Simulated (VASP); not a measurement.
# HfGe (zincblende type) (F-43m) in VASP: a series of runs

Runs on HfGe (zincblende type). Level: LDA. Tasks: single point.

All numbers are computed with VASP 6.6.1; they aren't measurements. Logs are shortened: lines on timing, memory, paths and dates and some standing lists are left out, and cuts for length are marked.

### 1 The cell of the first run

The structure is cubic, space group F-43m (No. 216). Conventional cell: a = 5.531 Å, b = 5.531 Å, c = 5.531 Å, α = 90.00°, β = 90.00°, γ = 90.00°. Hf (site symmetry -43m) has 4 Ge at 2.40 Å within 3.2 Å. Ge (site symmetry -43m) has 4 Hf at 2.40 Å within 3.2 Å.

### 2 Single point, LDA (volume scaled by 0.8)

Input file INCAR:

```
SYSTEM = HfGe
ALGO = Normal
EDIFF = 1E-6
ENCUT = 520
ISIF = 2
ISMEAR = -1
LASPH = .True.
LCHARG = .True.
LELF = .True.
LREAL = .False.
LVHAR = .True.
LWAVE = .False.
NBANDS = 19
NELM = 60
PREC = Accurate
SIGMA = 0.05
```

Input file KPOINTS:

```
k-points
0
Gamma
  11 11 11
  0 0 0
```

Input file POSCAR:

```
HfGe
1.0
    0.0000000000      2.7655361508      2.7655361508
    2.7655361508      0.0000000000      2.7655361508
    2.7655361508      2.7655361508      0.0000000000
Hf Ge
1 1
Direct
    0.0000000000      0.0000000000      0.0000000000
    0.2500000000      0.2500000000      0.2500000000
```

Potentials or basis: VASP PAW LDA potentials, release 64 (Hf_pv, Ge_d).

Run with:

```console
$ cat potpaw_LDA.64/Hf_pv/POTCAR potpaw_LDA.64/Ge_d/POTCAR > POTCAR
$ mpirun -np 1 vasp_std > vasp.out
```

OUTCAR:

```text
SYSTEM = HfGe
   EDIFF = 1E-6
   ENCUT = 520
   ISIF = 2
   ISMEAR = -1
   LASPH = .True.
   LREAL = .False.
   NELM = 60
   PREC = Accurate

 ion  position               nearest neighbor table
   1  0.000  0.000  0.000-   2 2.40   2 2.40   2 2.40   2 2.40
   2  0.250  0.250  0.250-   1 2.40   1 2.40   1 2.40   1 2.40

  LATTYP: Found a face centered cubic cell.
 ALAT       =     5.5310723016

  Lattice vectors:

 A1 = (   0.0000000000,   2.7655361508,   2.7655361508)
 A2 = (   2.7655361508,   0.0000000000,   2.7655361508)
 A3 = (   2.7655361508,   2.7655361508,   0.0000000000)

Analysis of symmetry for initial positions (statically):
=====================================================================
 Subroutine PRICEL returns:
 Original cell was already a primitive cell.

 Routine SETGRP: Setting up the symmetry group for a
 face centered cubic supercell.

 Subroutine GETGRP returns: Found 24 space group operations
 (whereof 24 operations were pure point group operations)
 out of a pool of 48 trial point group operations.

The static configuration has the point symmetry T_d .

Analysis of symmetry for dynamics (positions and initial velocities):
=====================================================================
 Subroutine PRICEL returns:
 Original cell was already a primitive cell.

 Routine SETGRP: Setting up the symmetry group for a
 face centered cubic supercell.

 Subroutine GETGRP returns: Found 24 space group operations
 (whereof 24 operations were pure point group operations)
 out of a pool of 48 trial point group operations.

The dynamic configuration has the point symmetry T_d .

 Subroutine INISYM returns: Found 24 space group operations
 (whereof 24 operations are pure point group operations),
 and found     1 'primitive' translations

----------------------------------------------------------------------------------------

                                     Primitive cell

  volume of cell :      42.3027

  direct lattice vectors                    reciprocal lattice vectors
     0.000000000  2.765536151  2.765536151    -0.180796769  0.180796769  0.180796769
     2.765536151  0.000000000  2.765536151     0.180796769 -0.180796769  0.180796769
     2.765536151  2.765536151  0.000000000     0.180796769  0.180796769 -0.180796769

  length of vectors
     3.911058732  3.911058732  3.911058732     0.313149189  0.313149189  0.313149189

  position of ions in fractional coordinates (direct lattice)
     0.000000000  0.000000000  0.000000000
     0.250000000  0.250000000  0.250000000

  ion indices of the primitive-cell ions
   primitive index   ion index
                 1           1
                 2           2

----------------------------------------------------------------------------------------

 KPOINTS: k-points

Automatic generation of k-mesh.
 Grid dimensions read from file:
 generate k-points for:   11   11   11

 Generating k-lattice:

  Cartesian coordinates                     Fractional coordinates (reciprocal lattice)
    -0.016436070  0.016436070  0.016436070     0.090909091  0.000000000  0.000000000
     0.016436070 -0.016436070  0.016436070     0.000000000  0.090909091  0.000000000
     0.016436070  0.016436070 -0.016436070     0.000000000  0.000000000  0.090909091

  Length of vectors
     0.028468108  0.028468108  0.028468108

  Shift w.r.t. Gamma in fractional coordinates (k-lattice)
     0.000000000  0.000000000  0.000000000

 Subroutine IBZKPT returns following result:
 ===========================================

 Found     56 irreducible k-points:

 Following reciprocal coordinates:
            Coordinates               Weight
  0.000000  0.000000  0.000000      1.000000
  0.090909  0.000000  0.000000      8.000000
  0.181818  0.000000  0.000000      8.000000
  0.272727  0.000000  0.000000      8.000000
  0.363636  0.000000  0.000000      8.000000
  0.454545  0.000000  0.000000      8.000000
[... 16 lines left out ...]
 -0.272727  0.181818  0.000000     24.000000
 -0.181818  0.181818  0.000000     12.000000
 [... further k-points ...]
   k-points           NKPTS =     56   k-points in BZ     NKDIM =     56   number of bands    NBANDS=     19
   number of dos      NEDOS =    301   number of ions     NIONS =      2
   total plane-waves  NPLWV =  27000
   dimension x,y,z NGX =    30 NGY =   30 NGZ =   30
   dimension x,y,z NGXF=    60 NGYF=   60 NGZF=   60
   ions per type =               1   1
   NGX,Y,Z   is equivalent  to a cutoff of  12.75, 12.75, 12.75 a.u.
   NGXF,Y,Z  is equivalent  to a cutoff of  25.50, 25.50, 25.50 a.u.
 SYSTEM =  HfGe
   PREC   = accura    normal or accurate (medium, high low for compatibility)
   ISTART =      0    job   : 0-new  1-cont  2-samecut
   ICHARG =      2    charge: 1-file 2-atom 10-const
   ISPIN  =      1    spin polarized calculation?
   LNONCOLLINEAR =      F non collinear calculations
   LSORBIT =      F    spin-orbit coupling
   LASPH  =      T    aspherical Exc in radial PAW
   ENCUT  =  520.0 eV  38.22 Ry    6.18 a.u.   7.27  7.27  7.27*2*pi/ulx,y,z
   NELM   =     60;   NELMIN=  2; NELMDL= -5     # of ELM steps
   EDIFF  = 0.1E-05   stopping-criterion for ELM
   LREAL  =      F    real-space projection
   EDIFFG = 0.1E-04   stopping-criterion for IOM
   NSW    =      0    number of steps for IOM
   IBRION =     -1    ionic relax: 0-MD 1-quasi-New 2-CG
   NFREE  =      0    steps in history (QN), initial steepest desc. (CG)
   ISIF   =      2    stress and relaxation
   ISYM   =      2    0-nonsym 1-usesym 2-fastsym
   POTIM  = 0.5000    time-step for ionic-motion
   TEBEG  =    0.0;   TEEND  =   0.0 temperature during run
   PSTRESS=    0.0 pullay stress
   NELECT =      24.0000    total number of electrons
   NUPDOWN=      -1.0000    fix difference up-down
   EMIN   =  10.00;   EMAX   =-10.00  energy-range for DOS
   EFERMI =   0.00;   METHOD = LEGACY
   ISMEAR =    -1;   SIGMA  =   0.05  broadening in eV -4-tet -1-fermi 0-gaus
   EFERMI_NEDOS =   21; number of points for ismear=-14 and -15
   IALGO  =     38    algorithm
   IMIX   =      4    mixing-type and parameters
     AMIX     =   0.40;   BMIX     =  1.00
     AMIX_MAG =   1.60;   BMIX_MAG =  1.00
  volume/ion in A,a.u.               =      21.15       142.74
  Fermi-wavevector in a.u.,A,eV,Ry     =   1.355260  2.561070 24.990219  1.836729
  Thomas-Fermi vector in A             =   2.482362
   LORBIT       =      0    0 simple, 1 ext, 2 COOP (PROOUT), +10 PAW based schemes
   GGA     = CA    functional components
   LHFCALC =     F    Hartree Fock is set to
   AEXX    =    0.0000 exact exchange contribution
   IVDW    =     0    specifies the selected vdW correction
   LEPSILON=     F    determine dielectric tensor
   LRPA    =     F    only Hartree local field effects (RPA)
 non-spin polarized calculation
  energy-cutoff  :      520.00
  volume of cell :       42.30
 maximum number of plane-waves:      1159
 NGX is ok and might be reduce to    30
   NGX = 15   NGY = 15   NGZ = 15

 number of electron      23.9999992 magnetization

 Free energy of the ion-electron system (eV)
  ---------------------------------------------------
  ext. energy  EPLUGINS =         0.00000000
  ---------------------------------------------------
  free energy    TOTEN  =       -14.38611529 eV

  energy without entropy =      -14.38244144  energy(sigma->0) =      -14.38427836

 E-fermi :   4.4340     XC(G=0): -11.0537

 val. band max:        4.4083388237   @ k =  -0.4545   0.4545   0.0000
 cond. band min:       4.5209982630   @ k =  -0.4545   0.4545   0.0000
 fundamental gap:      0.1126594393
 Fermi energy:         4.4340017414

 k-point     1 :       0.0000    0.0000    0.0000
  band No.  band energies     occupation
      1     -25.9175      2.00000
      2     -25.9175      2.00000
      3     -25.9175      2.00000
      4     -19.0541      2.00000
      5     -19.0541      2.00000
      6     -19.0245      2.00000
[... 11 lines left out ...]
     18      12.8894      0.00000
     19      15.9743      0.00000

 k-point     2 :       0.0909    0.0000    0.0000
  band No.  band energies     occupation
      1     -25.9252      2.00000
      2     -25.9182      2.00000
      3     -25.9182      2.00000
      4     -19.0549      2.00000
      5     -19.0549      2.00000
      6     -19.0300      2.00000
[... 11 lines left out ...]
     18      13.1295      0.00000
     19      14.9515      0.00000

 k-point     3 :       0.1818    0.0000    0.0000
  band No.  band energies     occupation
      1     -25.9459      2.00000
      2     -25.9203      2.00000
      3     -25.9203      2.00000
      4     -19.0567      2.00000
      5     -19.0567      2.00000
      6     -19.0448      2.00000
[... 11 lines left out ...]
     18      13.4046      0.00000
     19      13.5160      0.00000

 k-point     4 :       0.2727    0.0000    0.0000
  band No.  band energies     occupation
      1     -25.9727      2.00000
      2     -25.9229      2.00000
      3     -25.9229      2.00000
      4     -19.0641      2.00000
      5     -19.0583      2.00000
      6     -19.0583      2.00000
[... 11 lines left out ...]
     18      12.6002      0.00000
     19      13.5544      0.00000

 k-point     5 :       0.3636    0.0000    0.0000
  band No.  band energies     occupation
      1     -25.9971      2.00000
      2     -25.9254      2.00000
      3     -25.9254      2.00000
      4     -19.0816      2.00000
      5     -19.0591      2.00000
      6     -19.0591      2.00000
[... 11 lines left out ...]
     18      11.3835      0.00000
     19      15.1477      0.00000
[... 334 lines left out ...]
      2     -25.9465      2.00000
      3     -25.9312      2.00000
      4     -19.0913      2.00000
      5     -19.0689      2.00000
      6     -19.0618      2.00000
[... 11 lines left out ...]
     18      11.8745      0.00000
     19      16.4276      0.00000

 k-point    22 :      -0.3636    0.1818    0.0000
  band No.  band energies     occupation
      1     -25.9986      2.00000
      2     -25.9484      2.00000
      3     -25.9287      2.00000
      4     -19.0881      2.00000
      5     -19.0665      2.00000
      6     -19.0641      2.00000
[... 11 lines left out ...]
     18      11.8987      0.00000
     19      15.4626      0.00000

 k-point    23 :      -0.2727    0.1818    0.0000
  band No.  band energies     occupation
      1     -25.9859      2.00000
      2     -25.9451      2.00000
      3     -25.9253      2.00000
      4     -19.0776      2.00000
      5     -19.0646      2.00000
      6     -19.0621      2.00000
[... 11 lines left out ...]
     18      12.3906      0.00000
     19      13.8708      0.00000

 k-point    24 :      -0.1818    0.1818    0.0000
  band No.  band energies     occupation
      1     -25.9705      2.00000
      2     -25.9367      2.00000
      3     -25.9222      2.00000
      4     -19.0653      2.00000
      5     -19.0631      2.00000
      6     -19.0554      2.00000
[... 11 lines left out ...]
     18      12.8989      0.00000
     19      13.4697      0.00000

 [... further k-points ...]

------------------------ aborting loop because EDIFF is reached ----------------------------------------

  FORCE on cell =-STRESS in cart. coord.  units (eV):
  Direction    XX          YY          ZZ          XY          YZ          ZX
  --------------------------------------------------------------------------------------
  -------------------------------------------------------------------------------------
  Total        6.5106595      6.5106595      6.5106595     -0.0000000      0.0000000      0.0000000
  in kB      246.5855093    246.5855093    246.5855093     -0.0000000      0.0000000      0.0000000
  external PRESSURE =     246.5855093 kB  Pullay stress =       0.0000000 kB

 VOLUME and BASIS-vectors are now :
 -----------------------------------------------------------------------------
  energy-cutoff  :      520.00
  volume of cell :       42.30
      direct lattice vectors                 reciprocal lattice vectors
     0.000000000  2.765536151  2.765536151    -0.180796769  0.180796769  0.180796769
     2.765536151  0.000000000  2.765536151     0.180796769 -0.180796769  0.180796769
     2.765536151  2.765536151  0.000000000     0.180796769  0.180796769 -0.180796769

 POSITION                                       TOTAL-FORCE (eV/Angst)
 -----------------------------------------------------------------------------------
      0.00000      0.00000      0.00000        -0.000000     -0.000000     -0.000000
      1.38277      1.38277      1.38277         0.000000      0.000000      0.000000
 -----------------------------------------------------------------------------------
    total drift:                               -0.000000     -0.000000     -0.000000

  FREE ENERGIE OF THE ION-ELECTRON SYSTEM (eV)
  ---------------------------------------------------
  free  energy   TOTEN  =       -14.3861152910 eV

  energy  without entropy=      -14.3824414367  energy(sigma->0) =      -14.38427836
```

Wall time 32 s (1 thread of Intel Xeon Platinum 8559C (Emerald Rapids), shared host); peak memory 0.17 GiB.

Results:

```yaml
Free_energy: -14.3861 eV
Pressure: 24.7 GPa
Band_gap_on_the_k_mesh: zero (band 12 reaches 4.53 eV, above the bottom of band 13 at 4.26 eV)
```

Levels at points of the mesh, in eV from the Fermi level:
| k point | band 10 | band 11 | band 12 | band 13 | band 14 | band 15 |
| --- | --- | --- | --- | --- | --- | --- |
| (0.00, 0.00, 0.00) | -1.90 | -1.90 | -1.90 | 1.94 | 1.94 | 4.58 |

Caveat: spin-orbit coupling is left out, which moves the levels of the heavy elements.

### 3 Single point, LDA (volume scaled by 0.9)

Input file INCAR:

```
SYSTEM = HfGe
PREC     = Accurate       ! precision mode
ENCUT    = 520            ! plane-wave cutoff, eV
EDIFF    = 1E-6           ! SCF threshold, eV
ISMEAR   = -1             ! smearing method
SIGMA    = 0.05           ! smearing width, eV
LREAL    = .False.        ! projectors in reciprocal space
LASPH    = .True.         ! aspherical terms in the spheres
NELM     = 100            ! most SCF steps
ALGO     = Normal         ! electronic algorithm
ISIF     = 2              ! what is computed and relaxed
LWAVE    = .False.        ! write WAVECAR
LCHARG   = .False.        ! write CHGCAR
GGA      = CA             ! functional
NBANDS   = 19             ! bands
```

Input file KPOINTS:

```
regular mesh
0
Gamma
  11 11 11
  0 0 0
```

Input file POSCAR:

```
HfGe
1.0
    0.0000000000      2.8762735046      2.8762735046
    2.8762735046      0.0000000000      2.8762735046
    2.8762735046      2.8762735046      0.0000000000
Hf Ge
1 1
Direct
    0.0000000000      0.0000000000      0.0000000000
    0.2500000000      0.2500000000      0.2500000000
```

Potentials or basis: VASP PAW LDA potentials, release 64 (Hf_pv, Ge_d).

Run with:

```console
$ cat potpaw_LDA.64/Hf_pv/POTCAR potpaw_LDA.64/Ge_d/POTCAR > POTCAR
$ mpirun -np 1 vasp_std > vasp.out
```

Run time: 34 s. Hardware: 1 thread of Intel Xeon Platinum 8559C (Emerald Rapids), shared host; peak memory 0.18 GiB.

The run converged. Its results:

```yaml
Free_energy: -14.9275 eV
Pressure: 9.3 GPa
Band_gap_on_the_k_mesh: zero (filled and empty bands overlap)
```

Levels at points of the mesh, in eV from the Fermi level:
```csv
k point,band 9,band 10,band 11,band 12,band 13,band 14,band 15,band 16
"(0.00, 0.00, 0.00)",-9.61,-1.63,-1.63,-1.63,1.84,1.84,4.02,8.00
```

Caveat: spin-orbit coupling is left out, which moves the levels of the heavy elements.

### 4 Single point, LDA (volume scaled by 0.9)

Input file INCAR:

```
ALGO = Normal
EDIFF = 1E-6
ENCUT = 520
GGA = CA
ISIF = 2
ISMEAR = -1
LASPH = T
LCHARG = F
LREAL = F
LWAVE = F
NBANDS = 19
NELM = 100
PREC = Accurate
SIGMA = 0.05
```

Input file KPOINTS:

```
k-points
0
Gamma
  11 11 11
```

POSCAR is that of step 3.

Run with:

```console
$ cat potpaw_LDA.64/Hf_pv/POTCAR potpaw_LDA.64/Ge_d/POTCAR > POTCAR
$ mpirun -np 1 vasp_std > vasp.out
```

It took 34 s on 1 thread of Intel Xeon Platinum 8559C (Emerald Rapids), shared host; peak memory 0.18 GiB.

Results (log left out):

```yaml
Free_energy: -14.9275 eV
Pressure: 9.3 GPa
Band_gap_on_the_k_mesh: zero (filled and empty bands overlap)
```

Levels at points of the mesh, in eV from the Fermi level:
```csv
k point,band 8,band 9,band 10,band 11,band 12,band 13,band 14,band 15,band 16,band 17
"(0.00, 0.00, 0.00)",-23.22,-9.61,-1.63,-1.63,-1.63,1.84,1.84,4.02,8.00,8.00
```

Caveat: spin-orbit coupling is left out, which moves the levels of the heavy elements.
